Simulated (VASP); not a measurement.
A run of VASP 6.6.1:

Contents of INCAR:

```
  ALGO = Normal
  EDIFF = 1E-6
  ENCUT = 520
  GGA = PE
  ISIF = 2
  ISMEAR = -1
  LASPH = True
  LCHARG = False
  LREAL = False
  LWAVE = False
  NBANDS = 11
  NELM = 60
  PREC = Accurate
  SIGMA = 0.08
```

KPOINTS

```
k-points
0
Gamma
  12 12 12
```

File POSCAR:

```
NaH
1.0
    2.9641598610      0.0000000000      0.0000000000
    0.0000000000      2.9641598610      0.0000000000
    0.0000000000      0.0000000000      2.9641598610
Na H
1 1
Direct
    0.0000000000      0.0000000000      0.0000000000
    0.5000000000      0.5000000000      0.5000000000
```

Potentials or basis: VASP PAW PBE potentials, release 64 (Na_pv, H).

The run is started by

```bash
$ cat potpaw_PBE.64/Na_pv/POTCAR potpaw_PBE.64/H/POTCAR > POTCAR
$ mpirun -np 1 vasp_std > vasp.out
```

Hardware: 1 thread of Intel(R) Xeon(R) 6975P-C (Granite Rapids) (shared host).

Problem. How long does it take, and how much memory?

Solution. Run time: 5.1 s on 1 thread of Intel(R) Xeon(R) 6975P-C (Granite Rapids), with other jobs on the host, peak memory 0.14 GiB. Counts: scf iterations 11, k points 84.
